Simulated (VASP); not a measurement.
A run of VASP 6.6.1 is set up as follows.

INCAR

```
  PREC = Accurate
  ENCUT = 520
  EDIFF = 1E-6
  ISMEAR = -1
  SIGMA = 0.05
  LREAL = False
  LASPH = True
  NELM = 60
  ALGO = Normal
  ISIF = 2
  LWAVE = False
  LCHARG = False
  GGA = PE
  NBANDS = 12
```

The input KPOINTS:

```
Automatic mesh
0
Gamma
  15 15 15
```

The input POSCAR:

```
P
1.0
    1.4655139820     -0.8461148920      2.3808882926
    0.0000000000      1.6922297840      2.3808882926
   -1.4655139820     -0.8461148920      2.3808882926
P
2
Direct
    0.2499999768      0.2499999768      0.2499999768
   -0.2499999768     -0.2499999768     -0.2499999768
```

Potentials or basis: VASP PAW PBE potentials, release 64 (P).

Launch:

```sh
$ cat potpaw_PBE.64/P/POTCAR > POTCAR
$ mpirun -np 1 vasp_std > vasp.out
```

(1) What does it give for the band gap on the k mesh?

(2) Estimate the pressure.

Results:

(1) zero (bands 5 and 6 overlap by 5.83 eV).

(2) 164.9 GPa.

Caveat: the cell stands under pressure.
